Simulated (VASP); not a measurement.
The system is Ni.

```xyz
2
Lattice="2.4480 0.0000 0.0000 -1.2240 2.1201 0.0000 0.0000 0.0000 4.0728" Properties=species:S:1:pos:R:3 pbc="T T T"
Ni    0.0000    1.4134    1.0182
Ni    1.2240    0.7067    3.0546
```

```yaml
Program: VASP 6.6.1
Task: relaxation of cell and atoms
Functional: PBEsol
Potentials_or_basis: VASP PAW PBE potentials, release 64 (Ni)
Cutoff: 600 eV
k_mesh: 21 × 21 × 10
Occupations: gaussian, width 0.1 eV
Spin: collinear spin, ferromagnetic start
Starting_moments: "[0.71, 0.71] μB"
```

At the start: pressure -3.5 GPa; volume 10.57 Å³/atom.

Task: How do energy, volume and symmetry change on relaxing?

Result: Over 12 steps the energy falls by 2.6 meV/atom and the volume is 10.41 Å³/atom (-1.5 %); space group P6_3/mmc (No. 194, to 0.05 Å); moment 1.24 μB per cell.

The path:
```csv
step,energy change (eV),largest force (eV/Å),pressure (GPa),volume (Å³)
1,0.0000,0.0000,-3.50,21.14
2,-0.0004,0.0000,4.20,20.44
3,-0.0046,0.0000,0.29,20.78
4,-0.0046,0.0000,0.37,20.77
5,-0.0051,0.0000,0.15,20.79
6,-0.0051,0.0000,0.00,20.81
7,-0.0052,0.0000,0.05,20.80
8,-0.0052,0.0000,0.08,20.80
9,-0.0052,0.0000,0.07,20.80
10,-0.0052,0.0000,0.26,20.80
11,-0.0051,0.0000,-0.45,20.85
12,-0.0052,0.0000,-0.02,20.81
```

Final structure:
```xyz
2
Lattice="2.4454 0.0000 0.0000 -1.2227 2.1178 0.0000 0.0000 0.0000 4.0184" Properties=species:S:1:pos:R:3 pbc="T T T"
Ni    0.0000    1.4119    1.0046
Ni    1.2227    0.7059    3.0138
```

Caveat: the PAW data sets were made with another functional, which shifts forces and pressure a little.
